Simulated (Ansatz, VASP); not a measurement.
**Pt: VASP beside Ansatz**

File POSCAR:

```
Pt
1.0
    0.0000000000      1.9609000000      1.9609000000
    1.9609000000      0.0000000000      1.9609000000
    1.9609000000      1.9609000000      0.0000000000
Pt
1
Direct
    0.0000000000      0.0000000000      0.0000000000
```

Contents of INCAR.step1:

```
SYSTEM = Pt
ALGO     = Normal         ! electronic algorithm
EDIFF    = 1E-4           ! SCF threshold, eV
ENCUT    = 600            ! plane-wave cutoff, eV
GGA      = PE             ! functional
ISMEAR   = -1             ! smearing method
LASPH    = .True.         ! aspherical terms in the spheres
LCHARG   = .False.        ! write CHGCAR
LREAL    = .False.        ! projectors in reciprocal space
LWAVE    = .True.         ! write WAVECAR
NELM     = 80             ! most SCF steps
PREC     = Accurate       ! precision mode
SIGMA    = 0.05           ! smearing width, eV
```

File INCAR.step2:

```
SYSTEM = Pt
ALGO     = Normal         ! electronic algorithm
EDIFF    = 1E-7           ! SCF threshold, eV
EDIFFG   = -0.002         ! ionic threshold
ENCUT    = 600            ! plane-wave cutoff, eV
IBRION   = 2              ! ionic algorithm
ISIF     = 3              ! what is computed and relaxed
ISMEAR   = -1             ! smearing method
ISTART   = 1            
LASPH    = .True.         ! aspherical terms in the spheres
LCHARG   = .False.        ! write CHGCAR
LMIXTAU  = .True.       
LREAL    = .False.        ! projectors in reciprocal space
LWAVE    = .False.        ! write WAVECAR
METAGGA  = R2SCAN         ! meta-GGA
NELM     = 80             ! most SCF steps
NSW      = 100            ! ionic steps
PREC     = Accurate       ! precision mode
SIGMA    = 0.05           ! smearing width, eV
```

Contents of KPOINTS:

```
k-points
0
Gamma
  24 24 24
  0 0 0
```

Input for Ansatz:

```yaml
crystal:
  lattice:
    - [0.0, 1.9609, 1.9609]
    - [1.9609, 0.0, 1.9609]
    - [1.9609, 1.9609, 0.0]
  atoms:
    - { symbol: Pt, position: [0.0, 0.0, 0.0] }
kpoints:
  mp_grid: { grid: [24, 24, 24] }
scf:
  occupations: { method: fermi_dirac, width: 0.05 }
hamiltonian:
  xc: r2scan
  pseudopotentials: { kind: paw }
relax:
  f_tol: 0.002
  max_steps: 80
  cell: {}
output:
  forces: true
  stress: true
  write_density: true
  write_potential: true
  elf: true
  volumetric_format: npy
```

Alike in both runs: task relaxation of cell and atoms; functional r2SCAN; k mesh 24 × 24 × 24; occupations fermi-dirac, width 0.05 eV; no spin polarisation.

|  | VASP | Ansatz |
| --- | --- | --- |
| version | VASP 6.6.1 | Ansatz 0.2.0 |
| potentials or method | VASP PAW PBE potentials, release 64 (Pt) | PAW with Ansatz's default frozen-core files, scalar-relativistic |
| plane-wave cutoff (eV) | 600 | 500 |
| valence electrons in the cell | 10 | 18 |

|  | VASP | Ansatz | Ansatz less VASP |
| --- | --- | --- | --- |
| relaxed volume (Å³/atom) | 15.34 | 15.29 | -0.041 |
| relaxed length of the cell vector where the two differ most in proportion (Å) | 2.789 | 2.786 | -0.0025 |

VASP's potentials were made for PBE, not for r2SCAN. VASP's potentials hold 10 valence electrons a cell and Ansatz's 18, so a difference there can come from the potentials and not from the codes.

Spin-orbit coupling is off throughout.
